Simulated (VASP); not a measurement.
The system is MgO.

```
CELL_PARAMETERS angstrom
2.62385 0.00000 0.00000
0.00000 2.62385 0.00000
0.00000 0.00000 2.62385
ATOMIC_POSITIONS crystal
Mg 0.00000 0.00000 0.00000
O 0.50000 0.50000 0.50000
```

Base run:

- Program: VASP 6.6.1
- Functional: r2SCAN
- Potentials or basis: VASP PAW PBE potentials, release 64 (Mg, O)
- Cutoff: 520 eV
- k mesh: 8 × 8 × 8
- Occupations: gaussian, width 0.05 eV
- Spin: no spin polarisation

Its results: band gap on the k mesh 3.45 eV, indirect (least direct gap 4.50 eV); pressure -1.3 GPa.

Problem. The run is repeated on the same cell with these changes: potentials or basis from VASP PAW PBE potentials, release 64 (Mg, O) to VASP PAW PBE potentials, release 64 (Mg_sv, O); cutoff from 520 eV to 660 eV; further incar settings from ALGO = Normal; EDIFF = 1e-06; NBANDS = 11 to ALGO = Normal; EDIFF = 1e-06; NBANDS = 15; valence electrons from 8 to 16. What comes out?

Solution. Band gap on the k mesh 3.52 eV, indirect (least direct gap 4.58 eV); pressure -0.2 GPa.

Caveats: the PAW data sets were made with another functional, which shifts forces and pressure a little.

A k mesh can miss the band edges.
